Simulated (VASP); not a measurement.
# TiNi (Pm-3m) in VASP: further runs, part 2 of 2

VASP 6.6.1.

**3. Single point, r2SCAN, collinear spin, ferromagnetic start**

This run uses another cell than the first one, of 13.35 Å³/atom.

File POSCAR:

```
TiNi
1.0
    2.9885839697      0.0000000000      0.0000000000
    0.0000000000      2.9885839697      0.0000000000
    0.0000000000      0.0000000000      2.9885839697
Ti Ni
1 1
Direct
    0.5000000000      0.5000000000      0.5000000000
    0.0000000000      0.0000000000      0.0000000000
```

File INCAR.step1:

```
  PREC = Accurate
  ENCUT = 520
  ISMEAR = 0
  SIGMA = 0.1
  LREAL = F
  LASPH = T
  NELM = 150
  ISPIN = 2
  MAGMOM = 0.5 0.38
  LMAXMIX = 4
  NBANDS = 22
  GGA = PE
  ALGO = Normal
  EDIFF = 1E-4
  LWAVE = T
  LCHARG = F
```

File INCAR.step2:

```
  PREC = Accurate
  ENCUT = 520
  EDIFF = 1E-6
  ISMEAR = 0
  SIGMA = 0.1
  LREAL = F
  LASPH = T
  NELM = 150
  ALGO = Normal
  ISIF = 2
  LWAVE = F
  LCHARG = F
  ISPIN = 2
  MAGMOM = 0.5 0.38
  LORBIT = 11
  LMAXMIX = 4
  METAGGA = R2SCAN
  LMIXTAU = T
  NBANDS = 22
  ISTART = 1
```

File KPOINTS:

```
Automatic mesh
0
Gamma
  14 14 14
```

Potentials or basis: VASP PAW PBE potentials, release 64 (Ti_sv, Ni).

Command:

```bash
$ cat potpaw_PBE.64/Ti_sv/POTCAR potpaw_PBE.64/Ni/POTCAR > POTCAR
$ cp INCAR.step1 INCAR
$ mpirun -np 1 vasp_std > vasp.out
$ cp INCAR.step2 INCAR
$ mpirun -np 1 vasp_std > vasp.out
```

OUTCAR:

```text
PREC = Accurate
   ENCUT = 520
   EDIFF = 1E-6
   ISMEAR = 0
   LREAL = F
   LASPH = T
   NELM = 150
   ISIF = 2
   ISPIN = 2
   LORBIT = 11
   METAGGA = R2SCAN
   ISTART = 1

 ion  position               nearest neighbor table
   1  0.500  0.500  0.500-   2 2.59   2 2.59   2 2.59   2 2.59   2 2.59   2 2.59   2 2.59   2 2.59

   2  0.000  0.000  0.000-   1 2.59   1 2.59   1 2.59   1 2.59   1 2.59   1 2.59   1 2.59   1 2.59

  LATTYP: Found a simple cubic cell.
 ALAT       =     2.9885839697

  Lattice vectors:

 A1 = (   2.9885839697,   0.0000000000,   0.0000000000)
 A2 = (   0.0000000000,   2.9885839697,   0.0000000000)
 A3 = (   0.0000000000,   0.0000000000,   2.9885839697)

Analysis of symmetry for initial positions (statically):
=====================================================================
 Subroutine PRICEL returns:
 Original cell was already a primitive cell.

 Routine SETGRP: Setting up the symmetry group for a
 simple cubic supercell.

 Subroutine GETGRP returns: Found 48 space group operations
 (whereof 48 operations were pure point group operations)
 out of a pool of 48 trial point group operations.

The static configuration has the point symmetry O_h .

Analysis of symmetry for dynamics (positions and initial velocities):
=====================================================================
 Subroutine PRICEL returns:
 Original cell was already a primitive cell.

 Routine SETGRP: Setting up the symmetry group for a
 simple cubic supercell.

 Subroutine GETGRP returns: Found 48 space group operations
 (whereof 48 operations were pure point group operations)
 out of a pool of 48 trial point group operations.

The dynamic configuration has the point symmetry O_h .

Analysis of structural, dynamic, and magnetic symmetry:
=====================================================================
[... 151 lines left out ...]
 Free energy of the ion-electron system (eV)
  ---------------------------------------------------
  ext. energy  EPLUGINS =         0.00000000
  ---------------------------------------------------
  free energy    TOTEN  =       -25.57898727 eV

  energy without entropy =      -25.56648526  energy(sigma->0) =      -25.57273627

 E-fermi :   9.5844     XC(G=0): -13.5547

 val. band max:        9.5700239266   @ k =   0.5000   0.4286   0.0000
 cond. band min:       9.5932766430   @ k =   0.3571   0.0000   0.0000
 fundamental gap:      0.0232527165
 Fermi energy:         9.5844066090

 spin component 1

 k-point     1 :       0.0000    0.0000    0.0000
  band No.  band energies     occupation
      1     -50.0267      1.00000
      2     -25.0738      1.00000
      3     -25.0738      1.00000
      4     -25.0738      1.00000
      5       1.3187      1.00000
      6       5.5302      1.00000
[... 589 lines left out ...]
     21      28.3888      0.00000
     22      29.6739      0.00000

 [... further k-points ...]

 spin component 2

 k-point     1 :       0.0000    0.0000    0.0000
  band No.  band energies     occupation
      1     -50.0267      1.00000
      2     -25.0738      1.00000
      3     -25.0738      1.00000
      4     -25.0738      1.00000
      5       1.3187      1.00000
      6       5.5302      1.00000
[... 589 lines left out ...]
     21      28.3888      0.00000
     22      29.6739      0.00000

 [... further k-points ...]

------------------------ aborting loop because EDIFF is reached ----------------------------------------

  FORCE on cell =-STRESS in cart. coord.  units (eV):
  Direction    XX          YY          ZZ          XY          YZ          ZX
  --------------------------------------------------------------------------------------
  -------------------------------------------------------------------------------------
  Total        0.0890741      0.0890741      0.0890741      0.0000000      0.0000000     -0.0000000
  in kB        5.3464534      5.3464534      5.3464534      0.0000000      0.0000000     -0.0000000
  external PRESSURE =       5.3464534 kB  Pullay stress =       0.0000000 kB

 VOLUME and BASIS-vectors are now :
 -----------------------------------------------------------------------------
  energy-cutoff  :      520.00
  volume of cell :       26.69
      direct lattice vectors                 reciprocal lattice vectors
     2.988583970  0.000000000  0.000000000     0.334606626  0.000000000  0.000000000
     0.000000000  2.988583970  0.000000000     0.000000000  0.334606626  0.000000000
     0.000000000  0.000000000  2.988583970     0.000000000  0.000000000  0.334606626

 POSITION                                       TOTAL-FORCE (eV/Angst)
 -----------------------------------------------------------------------------------
      1.49429      1.49429      1.49429         0.000000      0.000000      0.000000
      0.00000      0.00000      0.00000         0.000000      0.000000      0.000000
 -----------------------------------------------------------------------------------
    total drift:                                0.000000      0.000000     -0.000000

  FREE ENERGIE OF THE ION-ELECTRON SYSTEM (eV)
  ---------------------------------------------------
  free  energy   TOTEN  =       -25.5789872733 eV

  energy  without entropy=      -25.5664852626  energy(sigma->0) =      -25.57273627

 total charge

# of ion       s       p       d       tot
------------------------------------------
    1        2.238   6.176   1.797  10.211
    2        0.600   0.513   8.335   9.448
--------------------------------------------------
tot          2.838   6.689  10.132  19.659

 magnetization (x)

# of ion       s       p       d       tot
------------------------------------------
    1       -0.000  -0.000  -0.000  -0.000
    2       -0.000  -0.000  -0.000  -0.000
--------------------------------------------------
tot         -0.000  -0.000  -0.000  -0.000
```

OUTCAR.step1:

```text
PREC = Accurate
   ENCUT = 520
   ISMEAR = 0
   LREAL = F
   LASPH = T
[... 1445 lines left out ...]
 -----------------------------------------------------------------------------------
      1.49429      1.49429      1.49429         0.000000      0.000000      0.000000
      0.00000      0.00000      0.00000         0.000000      0.000000      0.000000
 -----------------------------------------------------------------------------------
    total drift:                                0.000000      0.000000     -0.000000

  FREE ENERGIE OF THE ION-ELECTRON SYSTEM (eV)
  ---------------------------------------------------
  free  energy   TOTEN  =       -14.0194550195 eV

  energy  without entropy=      -14.0052006971  energy(sigma->0) =      -14.01232786
```

It took 4 min on 1 thread of Intel Xeon Platinum 8488C (Sapphire Rapids), shared host; peak memory 0.23 GiB.

Results:

| Quantity | Value |
| --- | --- |
| Free energy | -25.5790 eV |
| Pressure | 0.5 GPa |
| Band gap on the k mesh | zero (filled and empty bands overlap) |
| Net moment | 0.00 μB per cell |
| Valence electrons inside the program's atomic spheres | Ti 10.21; Ni 9.45 |

Caveat: the PAW data sets were made with another functional, which shifts forces and pressure a little.
